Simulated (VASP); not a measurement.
# TaN (P-62m) in VASP: a series of runs, part 2 of 2

VASP 6.6.1.

## Step 3: Single point, PBEsol (zz strain of +3 %)

Contents of INCAR:

```
SYSTEM = TaN
PREC = Accurate
ENCUT = 520
EDIFF = 1E-6
ISMEAR = -1
SIGMA = 0.01
LREAL = .False.
LASPH = .True.
NELM = 60
ALGO = Normal
ISIF = 2
LWAVE = .False.
LCHARG = .False.
GGA = PS
NBANDS = 33
```

Contents of KPOINTS:

```
regular mesh
0
Gamma
  6 6 9
  0 0 0
```

Contents of POSCAR:

```
TaN
1.0
    5.1960008669      0.0000000000      0.0000000000
   -2.5980004334      4.4998687488      0.0000000000
    0.0000000000      0.0000000000      2.9983300000
Ta N
3 3
Direct
    0.3333333333      0.6666666667      0.5000000000
    0.6666666667      0.3333333333      0.5000000000
    0.0000000000      0.0000000000      0.0000000000
    0.3928500000      0.0000000000      0.0000000000
    0.6071500000      0.6071500000      0.0000000000
    0.0000000000      0.3928500000      0.0000000000
```

Potentials or basis: VASP PAW PBE potentials, release 64 (Ta_pv, N).

Launch:

```console
> cat potpaw_PBE.64/Ta_pv/POTCAR potpaw_PBE.64/N/POTCAR > POTCAR
> mpirun -np 1 vasp_std > vasp.out
```

OUTCAR:

```text
SYSTEM = TaN
   PREC = Accurate
   ENCUT = 520
   EDIFF = 1E-6
   ISMEAR = -1
   LREAL = .False.
   LASPH = .True.
   NELM = 60
   ISIF = 2
   GGA = PS

 ion  position               nearest neighbor table
   1  0.333  0.667  0.500-   4 2.19   4 2.19   6 2.19   6 2.19   5 2.19   5 2.19   2 3.00   2 3.00
                             2 3.00   3 3.35   3 3.35   3 3.35   3 3.35   3 3.35   3 3.35
   2  0.667  0.333  0.500-   6 2.19   6 2.19   4 2.19   4 2.19   5 2.19   5 2.19   1 3.00   1 3.00
                             1 3.00   3 3.35   3 3.35   3 3.35   3 3.35   3 3.35   3 3.35
   3  0.000  0.000  0.000-   6 2.04   4 2.04   5 2.04   2 3.35   1 3.35   1 3.35   2 3.35   1 3.35
                             1 3.35   2 3.35   2 3.35   2 3.35   2 3.35   1 3.35   1 3.35
   4  0.393  0.000  0.000-   3 2.04   1 2.19   1 2.19   2 2.19   2 2.19
   5  0.607  0.607  0.000-   3 2.04   2 2.19   2 2.19   1 2.19   1 2.19
   6  0.000  0.393  0.000-   3 2.04   2 2.19   2 2.19   1 2.19   1 2.19

  LATTYP: Found a hexagonal cell.
 ALAT       =     5.1960008669
 C/A-ratio  =     0.5770457082

  Lattice vectors:

 A1 = (   5.1960008669,   0.0000000000,   0.0000000000)
 A2 = (  -2.5980004334,   4.4998687488,   0.0000000000)
 A3 = (   0.0000000000,   0.0000000000,   2.9983300000)

Analysis of symmetry for initial positions (statically):
=====================================================================
 Subroutine PRICEL returns:
 Original cell was already a primitive cell.

 Routine SETGRP: Setting up the symmetry group for a
 hexagonal supercell.

 Subroutine GETGRP returns: Found 12 space group operations
 (whereof 12 operations were pure point group operations)
 out of a pool of 24 trial point group operations.

The static configuration has the point symmetry D_3h.

Analysis of symmetry for dynamics (positions and initial velocities):
=====================================================================
 Subroutine PRICEL returns:
 Original cell was already a primitive cell.

 Routine SETGRP: Setting up the symmetry group for a
 hexagonal supercell.

 Subroutine GETGRP returns: Found 12 space group operations
 (whereof 12 operations were pure point group operations)
 out of a pool of 24 trial point group operations.

The dynamic configuration has the point symmetry D_3h.

 Subroutine INISYM returns: Found 12 space group operations
 (whereof 12 operations are pure point group operations),
 and found     1 'primitive' translations

----------------------------------------------------------------------------------------

                                     Primitive cell

  volume of cell :      70.1049

  direct lattice vectors                    reciprocal lattice vectors
     5.196000867  0.000000000  0.000000000     0.192455703  0.111114352  0.000000000
    -2.598000433  4.499868749  0.000000000     0.000000000  0.222228704  0.000000000
     0.000000000  0.000000000  2.998330000     0.000000000  0.000000000  0.333518992

  length of vectors
     5.196000867  5.196000867  2.998330000     0.222228704  0.222228704  0.333518992

  position of ions in fractional coordinates (direct lattice)
     0.333333333  0.666666667  0.500000000
     0.666666667  0.333333333  0.500000000
     0.000000000  0.000000000  0.000000000
     0.392850000  0.000000000  0.000000000
[... 42 lines left out ...]
  0.333333  0.000000  0.000000      6.000000
  0.500000  0.000000  0.000000      3.000000
  0.166667  0.166667  0.000000      6.000000
  0.333333  0.166667  0.000000     12.000000
[... 16 lines left out ...]
  0.166667  0.000000  0.333333     12.000000
  0.333333  0.000000  0.333333     12.000000
 [... further k-points ...]
   k-points           NKPTS =     35   k-points in BZ     NKDIM =     35   number of bands    NBANDS=     33
   number of dos      NEDOS =    301   number of ions     NIONS =      6
   total plane-waves  NPLWV =  38400
   dimension x,y,z NGX =    40 NGY =   40 NGZ =   24
   dimension x,y,z NGXF=    80 NGYF=   80 NGZF=   48
   ions per type =               3   3
   NGX,Y,Z   is equivalent  to a cutoff of  12.80, 12.80, 13.31 a.u.
   NGXF,Y,Z  is equivalent  to a cutoff of  25.60, 25.60, 26.61 a.u.
 SYSTEM =  TaN
   PREC   = accura    normal or accurate (medium, high low for compatibility)
   ISTART =      0    job   : 0-new  1-cont  2-samecut
   ICHARG =      2    charge: 1-file 2-atom 10-const
   ISPIN  =      1    spin polarized calculation?
   LNONCOLLINEAR =      F non collinear calculations
   LSORBIT =      F    spin-orbit coupling
   LASPH  =      T    aspherical Exc in radial PAW
   ENCUT  =  520.0 eV  38.22 Ry    6.18 a.u.   9.66  9.66  5.57*2*pi/ulx,y,z
   NELM   =     60;   NELMIN=  2; NELMDL= -5     # of ELM steps
   EDIFF  = 0.1E-05   stopping-criterion for ELM
   LREAL  =      F    real-space projection
   EDIFFG = 0.1E-04   stopping-criterion for IOM
   NSW    =      0    number of steps for IOM
   IBRION =     -1    ionic relax: 0-MD 1-quasi-New 2-CG
   NFREE  =      0    steps in history (QN), initial steepest desc. (CG)
   ISIF   =      2    stress and relaxation
   ISYM   =      2    0-nonsym 1-usesym 2-fastsym
   POTIM  = 0.5000    time-step for ionic-motion
   TEBEG  =    0.0;   TEEND  =   0.0 temperature during run
   PSTRESS=    0.0 pullay stress
   NELECT =      48.0000    total number of electrons
   NUPDOWN=      -1.0000    fix difference up-down
   EMIN   =  10.00;   EMAX   =-10.00  energy-range for DOS
   EFERMI =   0.00;   METHOD = LEGACY
   ISMEAR =    -1;   SIGMA  =   0.01  broadening in eV -4-tet -1-fermi 0-gaus
   EFERMI_NEDOS =   21; number of points for ismear=-14 and -15
   IALGO  =     38    algorithm
   IMIX   =      4    mixing-type and parameters
     AMIX     =   0.40;   BMIX     =  1.00
     AMIX_MAG =   1.60;   BMIX_MAG =  1.00
  volume/ion in A,a.u.               =      11.68        78.85
  Fermi-wavevector in a.u.,A,eV,Ry     =   1.442909  2.726703 28.327162  2.081988
  Thomas-Fermi vector in A             =   2.561377
   LORBIT       =      0    0 simple, 1 ext, 2 COOP (PROOUT), +10 PAW based schemes
   GGA     = PS    functional components
   LHFCALC =     F    Hartree Fock is set to
   AEXX    =    0.0000 exact exchange contribution
   IVDW    =     0    specifies the selected vdW correction
   LEPSILON=     F    determine dielectric tensor
   LRPA    =     F    only Hartree local field effects (RPA)
 non-spin polarized calculation
  energy-cutoff  :      520.00
  volume of cell :       70.10
 maximum number of plane-waves:      1907
 NGX is ok and might be reduce to    40
   NGX = 19   NGY = 19   NGZ = 11

 number of electron      48.0000000 magnetization

 Free energy of the ion-electron system (eV)
  ---------------------------------------------------
  ext. energy  EPLUGINS =         0.00000000
  ---------------------------------------------------
  free energy    TOTEN  =       -71.26820593 eV

  energy without entropy =      -71.26811899  energy(sigma->0) =      -71.26816246

 E-fermi :   7.7872     XC(G=0): -13.0073

 val. band max:        7.6586073023   @ k =   0.1667   0.0000   0.1111
 cond. band min:       7.7872771819   @ k =   0.0000   0.0000   0.3333
 fundamental gap:      0.1286698796
 Fermi energy:         7.7872333842

 k-point     1 :       0.0000    0.0000    0.0000
  band No.  band energies     occupation
      1     -28.3307      2.00000
      2     -28.3307      2.00000
      3     -27.9901      2.00000
      4     -27.9901      2.00000
      5     -27.9069      2.00000
      6     -27.8008      2.00000
[... 853 lines left out ...]
     32      11.4136      0.00000
     33      12.7621      0.00000

 [... further k-points ...]

------------------------ aborting loop because EDIFF is reached ----------------------------------------

  FORCE on cell =-STRESS in cart. coord.  units (eV):
  Direction    XX          YY          ZZ          XY          YZ          ZX
  --------------------------------------------------------------------------------------
  -------------------------------------------------------------------------------------
  Total       -3.1650645     -3.1650645     -9.4859341     -0.0000000      0.0000000      0.0000000
  in kB      -72.3343630    -72.3343630   -216.7914729     -0.0000000      0.0000000      0.0000000
  external PRESSURE =    -120.4867330 kB  Pullay stress =       0.0000000 kB

 VOLUME and BASIS-vectors are now :
 -----------------------------------------------------------------------------
  energy-cutoff  :      520.00
  volume of cell :       70.10
      direct lattice vectors                 reciprocal lattice vectors
     5.196000867  0.000000000  0.000000000     0.192455703  0.111114352  0.000000000
    -2.598000433  4.499868749  0.000000000     0.000000000  0.222228704  0.000000000
     0.000000000  0.000000000  2.998330000     0.000000000  0.000000000  0.333518992

 POSITION                                       TOTAL-FORCE (eV/Angst)
 -----------------------------------------------------------------------------------
     -0.00000      2.99991      1.49917         0.000000      0.000000      0.000000
      2.59800      1.49996      1.49917         0.000000      0.000000      0.000000
      0.00000      0.00000      0.00000         0.000000      0.000000      0.000000
      2.04125      0.00000      0.00000         0.044204      0.000000     -0.000000
      1.57738      2.73210      0.00000        -0.022102     -0.038282      0.000000
     -1.02062      1.76777      0.00000        -0.022102      0.038282      0.000000
 -----------------------------------------------------------------------------------
    total drift:                               -0.000002     -0.000003      0.000000

  FREE ENERGIE OF THE ION-ELECTRON SYSTEM (eV)
  ---------------------------------------------------
  free  energy   TOTEN  =       -71.2682059294 eV

  energy  without entropy=      -71.2681189897  energy(sigma->0) =      -71.26816246
```

OSZICAR:

```text
N       E                     dE             d eps       ncg     rms          rms(c)
DAV:   1     0.442450682116E+03    0.44245E+03   -0.25951E+04  2310   0.151E+03
DAV:   2    -0.518589283969E+02   -0.49431E+03   -0.47142E+03  2706   0.445E+02
DAV:   3    -0.800721503541E+02   -0.28213E+02   -0.27768E+02  2778   0.103E+02
DAV:   4    -0.806397939444E+02   -0.56764E+00   -0.56369E+00  2875   0.145E+01
DAV:   5    -0.806538567580E+02   -0.14063E-01   -0.14047E-01  2939   0.180E+00    0.413E+01
DAV:   6    -0.716315411496E+02    0.90223E+01   -0.46634E+01  3001   0.359E+01    0.172E+01
DAV:   7    -0.713623289687E+02    0.26921E+00   -0.23654E+00  2812   0.814E+00    0.102E+01
DAV:   8    -0.712853497363E+02    0.76979E-01   -0.43466E-01  2787   0.386E+00    0.104E+00
DAV:   9    -0.712691390117E+02    0.16211E-01   -0.45673E-02  2956   0.138E+00    0.351E-01
DAV:  10    -0.712684728043E+02    0.66621E-03   -0.10475E-02  2858   0.523E-01    0.193E-01
DAV:  11    -0.712682457532E+02    0.22705E-03   -0.22922E-03  3016   0.293E-01    0.462E-02
DAV:  12    -0.712682058877E+02    0.39865E-04   -0.20316E-04  2891   0.830E-02    0.173E-02
DAV:  13    -0.712682058821E+02    0.55697E-08   -0.15650E-05  2913   0.221E-02    0.493E-03
DAV:  14    -0.712682059294E+02   -0.47241E-07   -0.55645E-07  1628   0.554E-03
   1 F= -.71268206E+02 E0= -.71268162E+02  d E =-.869397E-04
```

stdout:

```text
POSCAR found type information on POSCAR TaN
 POSCAR found :  2 types and       6 ions
 scaLAPACK will be used
 -----------------------------------------------------------------------------
|                                                                             |
|                                                                             |
|     You enforced a specific xc type in the INCAR file but a different       |
|     I HOPE YOU KNOW WHAT YOU ARE DOING!                                     |
|                                                                             |
 -----------------------------------------------------------------------------

 LDA part: xc-table for (Slater+PW92), standard interpolation
 POSCAR, INCAR and KPOINTS ok, starting setup
 FFT: planning ... GRIDC
 FFT: planning ... GRID_SOFT
 FFT: planning ... GRID
 WAVECAR not read
 entering main loop
```

It took 63 s on 1 thread of AMD EPYC 7R13 (Zen 3), shared host; peak memory 0.19 GiB.

Results:

```
Free energy            : -71.2682 eV
Pressure               : -12.0 GPa
Largest force          : 0.044 eV/Å
Band gap on the k mesh : zero (band 24 reaches 9.15 eV, above the bottom of band 25 at 6.71 eV)
```

Forces in eV/Å, atoms in the order of the input:
```
Ta   0.000  0.000  0.000
Ta   0.000  0.000  0.000
Ta   0.000  0.000  0.000
N    0.044  0.000  0.000
N   -0.022 -0.038  0.000
N   -0.022  0.038  0.000
```

Levels at points of the mesh, in eV from the Fermi level:
| k point | band 21 | band 22 | band 23 | band 24 | band 25 | band 26 | band 27 | band 28 |
| --- | --- | --- | --- | --- | --- | --- | --- | --- |
| (0.00, 0.00, 0.00) | -4.13 | -3.37 | -1.58 | -0.74 | -0.74 | 0.36 | 0.36 | 1.73 |
| (0.50, 0.00, 0.00) | -3.67 | -3.51 | -2.61 | -2.41 | 1.02 | 1.66 | 1.95 | 2.19 |

Caveat: the cell differs from its parent crystal (zz strain of +3 %); the PAW data sets were made with another functional, which shifts forces and pressure a little; spin-orbit coupling is left out, which moves the levels of the heavy elements.
